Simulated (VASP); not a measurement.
Input of a VASP 6.6.1 run:

Contents of INCAR:

```
SYSTEM = KBr
PREC     = Accurate       ! precision mode
ENCUT    = 520            ! plane-wave cutoff, eV
EDIFF    = 1E-7           ! SCF threshold, eV
ISMEAR   = 0              ! smearing method
SIGMA    = 0.05           ! smearing width, eV
LREAL    = .FALSE.        ! projectors in reciprocal space
LASPH    = .TRUE.         ! aspherical terms in the spheres
NELM     = 80             ! most SCF steps
ALGO     = Normal         ! electronic algorithm
ISIF     = 2              ! what is computed and relaxed
LWAVE    = .FALSE.        ! write WAVECAR
LCHARG   = .FALSE.        ! write CHGCAR
GGA      = CA             ! functional
NBANDS   = 15             ! bands
```

File KPOINTS:

```
regular mesh
0
G
  6 6 6
  0 0 0
```

POSCAR

```
KBr
1.0
    4.0434990000      0.0000000000      0.0000000000
    0.0000000000      4.0434990000      0.0000000000
    0.0000000000      0.0000000000      4.0434990000
K Br
1 1
Direct
   -0.0524624921     -0.0524624921     -0.0370965839
    0.5000000000      0.5000000000      0.5000000000
```

Potentials or basis: VASP PAW LDA potentials, release 64 (K_sv, Br).

The run is started by

```sh
$ cat potpaw_LDA.64/K_sv/POTCAR potpaw_LDA.64/Br/POTCAR > POTCAR
$ mpirun -np 1 vasp_std > vasp.out
```

(1) Predict the largest force.

(2) What does it give for the band gap on the k mesh?

Answers

(1) 0.164 eV/Å.

(2) 3.53 eV, indirect (least direct gap 3.77 eV).

Caveat: the cell differs from its parent crystal (atom 1 (K) moved by (-0.300, -0.150) A along [1 1 0] and z).
